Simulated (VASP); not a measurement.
Wanted: the native input for a VASP 6.6.1 run.

- Task: single point
- Functional: PBEsol
- Dispersion: D3(BJ)
- Potentials or basis: VASP PAW PBE potentials, release 64 (C)
- Cutoff: 520 eV
- k mesh: 18 × 18 × 18
- Occupations: gaussian, width 0.03 eV
- Spin: no spin polarisation
- Dipole correction: no
- Further INCAR settings: ALGO = Normal; EDIFF = 1e-06; NBANDS = 11

The structure of C lies in POSCAR:

```
C
1.0
    0.0000000000      1.9287993011      3.6146338914
    1.1143298522      0.0000000000      3.6146338914
    1.1143298522      1.9287993011      0.0000000000
C
2
Direct
    0.1667066167      0.8332933833      0.1667066167
    0.8332933833      0.1667066167      0.8332933833
```

These files were run (other wordings do the same):

INCAR

```
SYSTEM = C
PREC     = Accurate       ! precision mode
ENCUT    = 520            ! plane-wave cutoff, eV
EDIFF    = 1E-6           ! SCF threshold, eV
ISMEAR   = 0              ! smearing method
SIGMA    = 0.03           ! smearing width, eV
LREAL    = .False.        ! projectors in reciprocal space
LASPH    = .True.         ! aspherical terms in the spheres
NELM     = 100            ! most SCF steps
ALGO     = Normal         ! electronic algorithm
ISIF     = 2              ! what is computed and relaxed
LWAVE    = .False.        ! write WAVECAR
LCHARG   = .True.         ! write CHGCAR
GGA      = PS             ! functional
IVDW     = 12             ! dispersion correction
LELF     = .True.         ! ELF
LVHAR    = .True.       
NBANDS   = 11             ! bands
```

KPOINTS

```
Automatic mesh
0
Gamma
  18 18 18
  0 0 0
```

Potentials or basis: VASP PAW PBE potentials, release 64 (C).

The run is started by

```console
$ cat potpaw_PBE.64/C/POTCAR > POTCAR
$ mpirun -np 1 vasp_std > vasp.out
```

It gave:

```yaml
Pressure: 115.6 GPa
Dispersion_energy_per_atom: -0.095 eV
```

Caveat: the stress differs along the axes, from -2 to 175 GPa; the PAW data sets were made with another functional, which shifts forces and pressure a little.

It took 81 s on 1 thread of Intel(R) Xeon(R) 6975P-C (Granite Rapids), on a shared host, peak memory 0.25 GiB.
